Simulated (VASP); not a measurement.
# Si (a cell with a defect) in VASP: a series of runs, part 2 of 2

VASP 6.6.1.

## 4. Relaxation of the atoms, PBE+D3(BJ)

INCAR reads:

```
PREC = Accurate ; ENCUT = 520
EDIFF = 1E-6 ; ISMEAR = 0
SIGMA = 0.02 ; LREAL = Auto
LASPH = T ; NELM = 60
ALGO = Normal ; ISIF = 2
LWAVE = F ; LCHARG = F
GGA = PE ; IVDW = 12
IBRION = 2 ; NSW = 80
EDIFFG = -0.03
```

KPOINTS reads:

```
Automatic mesh
0
Gamma
  2 2 2
```

POSCAR reads:

```
Si
1.0
    0.0000000000      5.4300000000      5.4300000000
    5.4300000000      0.0000000000      5.4300000000
    5.4300000000      5.4300000000      0.0000000000
Si
17
Direct
    0.0000000000      0.0000000000      0.0000000000
    0.1250000000      0.1250000000      0.1250000000
    0.0000000000      0.0000000000      0.5000000000
    0.1250000000      0.1250000000      0.6250000000
    0.0000000000      0.5000000000      0.0000000000
    0.1250000000      0.6250000000      0.1250000000
    0.0000000000      0.5000000000      0.5000000000
    0.1250000000      0.6250000000      0.6250000000
    0.5000000000      0.0000000000      0.0000000000
    0.6250000000      0.1250000000      0.1250000000
    0.5000000000      0.0000000000      0.5000000000
    0.6250000000      0.1250000000      0.6250000000
    0.5000000000      0.5000000000      0.0000000000
    0.6250000000      0.6250000000      0.1250000000
    0.5000000000      0.5000000000      0.5000000000
    0.6250000000      0.6250000000      0.6250000000
    0.2468398100      0.2547471800      0.2495982400
```

Potentials or basis: VASP PAW PBE potentials, release 64 (Si).

On the command line:

```console
cat potpaw_PBE.64/Si/POTCAR > POTCAR
mpirun -np 1 vasp_std > vasp.out
```

OUTCAR:

```text
PREC = Accurate
   ENCUT = 520
   EDIFF = 1E-6
   ISMEAR = 0
   LREAL = Auto
   LASPH = T
   NELM = 60
   ISIF = 2
   GGA = PE
   IVDW = 12
   IBRION = 2
   NSW = 80
   EDIFFG = -0.03
 IVDW          = 12

 ion  position               nearest neighbor table
   1  0.000  0.000  0.000-   2 2.35   4 2.35   6 2.35  10 2.35
   2  0.125  0.125  0.125-   1 2.35   3 2.35   5 2.35   9 2.35  17 2.36
   3  0.000  0.000  0.500-   2 2.35   4 2.35   8 2.35  12 2.35  17 2.72
   4  0.125  0.125  0.625-   1 2.35   3 2.35   7 2.35  11 2.35  17 2.35
   5  0.000  0.500  0.000-   2 2.35   6 2.35   8 2.35  14 2.35  17 2.70
   6  0.125  0.625  0.125-  17 2.32   5 2.35   7 2.35  13 2.35   1 2.35
   7  0.000  0.500  0.500-   4 2.35   6 2.35   8 2.35  16 2.35  17 2.69
   8  0.125  0.625  0.625-   3 2.35   5 2.35   7 2.35  15 2.35
   9  0.500  0.000  0.000-   2 2.35  10 2.35  12 2.35  14 2.35  17 2.74
  10  0.625  0.125  0.125-   1 2.35   9 2.35  11 2.35  13 2.35  17 2.37
  11  0.500  0.000  0.500-   4 2.35  10 2.35  12 2.35  16 2.35  17 2.73
[... 204 lines left out ...]
  free energy    TOTEN  =       -87.86663520 eV

  energy without entropy =      -87.86277900  energy(sigma->0) =      -87.86470710

------------------------ aborting loop because EDIFF is reached ----------------------------------------

 Edisp (eV)   -5.64460

 E8    (eV) :    -2.3350
[... 266 lines left out ...]
--------------------------------------- Ionic step        6  -------------------------------------------

 number of electron      68.0000001 magnetization

 Free energy of the ion-electron system (eV)
  ---------------------------------------------------
  ext. energy  EPLUGINS =         0.00000000
  ---------------------------------------------------
  free energy    TOTEN  =       -87.99001157 eV

  energy without entropy =      -87.98615501  energy(sigma->0) =      -87.98808329

 E-fermi :   6.9194     XC(G=0):  -9.6741

 val. band max:        6.6780907769   @ k =   0.0000   0.0000   0.0000
 cond. band min:       6.9254946458   @ k =   0.5000   0.5000   0.0000
 fundamental gap:      0.2474038689
 Fermi energy:         6.9194185871

 k-point     1 :       0.0000    0.0000    0.0000
  band No.  band energies     occupation
      1      -6.3204      2.00000
      2      -3.7722      2.00000
      3      -3.6301      2.00000
      4      -3.6290      2.00000
      5      -3.6284      2.00000
      6      -2.8089      2.00000
[... 405 lines left out ...]
  FREE ENERGIE OF THE ION-ELECTRON SYSTEM (eV)
  ---------------------------------------------------
  free  energy   TOTEN  =       -93.6333956926 eV

  energy  without entropy=      -93.6295391348  energy(sigma->0) =      -93.63146741

 reached required accuracy - stopping structural energy minimisation
```

OSZICAR:

```text
N       E                     dE             d eps       ncg     rms          rms(c)
DAV:   1     0.189425458061E+03    0.18943E+03   -0.26811E+04   688   0.132E+03
DAV:   2    -0.713955963359E+02   -0.26082E+03   -0.25016E+03   822   0.189E+02
DAV:   3    -0.891031620913E+02   -0.17708E+02   -0.17339E+02   880   0.428E+01
DAV:   4    -0.895642013461E+02   -0.46104E+00   -0.45253E+00   824   0.812E+00
[... 41 lines left out ...]
       N       E                     dE             d eps       ncg     rms          rms(c)
DAV:   1    -0.879899679173E+02   -0.36832E-03   -0.98279E-03   706   0.390E-01    0.538E-02
DAV:   2    -0.879900191648E+02   -0.51248E-04   -0.67948E-04   840   0.103E-01    0.186E-02
DAV:   3    -0.879900121632E+02    0.70016E-05   -0.25469E-05   781   0.217E-02    0.101E-02
DAV:   4    -0.879900115715E+02    0.59169E-06   -0.84750E-06   784   0.101E-02
   6 F= -.93633396E+02 E0= -.93631467E+02  d E =-.370573E-03
```

It took 12 min on 1 thread of Oxide Virtual Turin-like, shared host; peak memory 0.5 GiB.

Results:

```
Free energy                  : -93.6334 eV
Energy gained by relaxing    : 7.2 meV/atom
Ionic steps                  : 6
Pressure after relaxing      : 2.4 GPa
Largest force after relaxing : 0.018 eV/Å
Band gap on the k mesh       : zero (bands 34 and 35 overlap by 0.25 eV)
Dispersion energy per atom   : -0.332 eV
```

Forces in eV/Å, atoms in the order of the input:
```
Si  -0.005  0.004 -0.002
Si   0.003 -0.007 -0.001
Si  -0.001  0.002  0.002
Si   0.006 -0.003  0.000
Si   0.004  0.003  0.005
Si   0.003 -0.002  0.000
Si  -0.003 -0.004  0.005
Si   0.000  0.000 -0.003
Si  -0.002  0.000 -0.003
Si   0.002 -0.001  0.004
Si   0.001  0.001 -0.003
Si   0.002 -0.002  0.003
Si   0.006 -0.006 -0.003
Si  -0.002  0.002  0.000
Si  -0.001  0.001  0.000
Si  -0.002  0.002  0.000
Si  -0.014  0.011 -0.005
```

The path:
| step | energy change (eV) | largest force (eV/Å) | pressure (GPa) |
| --- | --- | --- | --- |
| 1 | 0.0000 | 1.0600 | 2.89 |
| 2 | -0.1191 | 0.1103 | 2.41 |
| 3 | -0.1197 | 0.1471 | 2.38 |
| 4 | -0.1217 | 0.0461 | 2.38 |
| 5 | -0.1218 | 0.0550 | 2.38 |
| 6 | -0.1222 | 0.0182 | 2.39 |

Final structure:
```yaml
crystal:
  lattice:
    - [0.00000, 5.43000, 5.43000]
    - [5.43000, 0.00000, 5.43000]
    - [5.43000, 5.43000, 0.00000]
  atoms:
    - { symbol: Si, position: [0.99923, 0.00115, 0.99990] }
    - { symbol: Si, position: [0.12300, 0.12289, 0.12295] }
    - { symbol: Si, position: [0.99703, 0.99709, 0.50295] }
    - { symbol: Si, position: [0.12294, 0.12283, 0.63134] }
    - { symbol: Si, position: [0.99699, 0.50308, 0.99700] }
    - { symbol: Si, position: [0.12252, 0.63251, 0.12248] }
    - { symbol: Si, position: [0.99698, 0.50308, 0.50295] }
    - { symbol: Si, position: [0.12635, 0.62463, 0.62452] }
    - { symbol: Si, position: [0.50287, 0.99713, 0.99709] }
    - { symbol: Si, position: [0.63070, 0.12305, 0.12312] }
    - { symbol: Si, position: [0.50287, 0.99712, 0.50294] }
    - { symbol: Si, position: [0.62457, 0.12620, 0.62463] }
    - { symbol: Si, position: [0.50288, 0.50308, 0.99703] }
    - { symbol: Si, position: [0.62450, 0.62467, 0.12629] }
    - { symbol: Si, position: [0.50004, 0.49995, 0.50000] }
    - { symbol: Si, position: [0.62449, 0.62466, 0.62455] }
    - { symbol: Si, position: [0.24890, 0.25163, 0.24987] }
```

Levels at points of the mesh, in eV from the Fermi level:
```
           k point  band 32  band 33  band 34  band 35  band 36  band 37
(0.00, 0.00, 0.00)    -0.83    -0.83    -0.25    -0.25    -0.24     0.08
(0.50, 0.00, 0.00)    -1.44    -1.44    -0.35     0.52     0.53     0.89
(0.00, 0.50, 0.00)    -1.44    -1.44    -0.35     0.53     0.53     0.89
(0.00, 0.00, 0.50)    -1.44    -1.44    -0.35     0.52     0.53     0.89
(0.50, 0.50, 0.50)    -1.44    -1.44    -0.35     0.52     0.53     0.89
(0.50, 0.50, 0.00)    -1.90    -1.00     0.01     0.70     1.02     1.02
(0.00, 0.50, 0.50)    -1.90    -1.00     0.01     0.70     1.01     1.02
(0.50, 0.00, 0.50)    -1.90    -1.00     0.01     0.70     1.01     1.02
```

Caveat: the k points lie up to 0.50 Å⁻¹ apart.
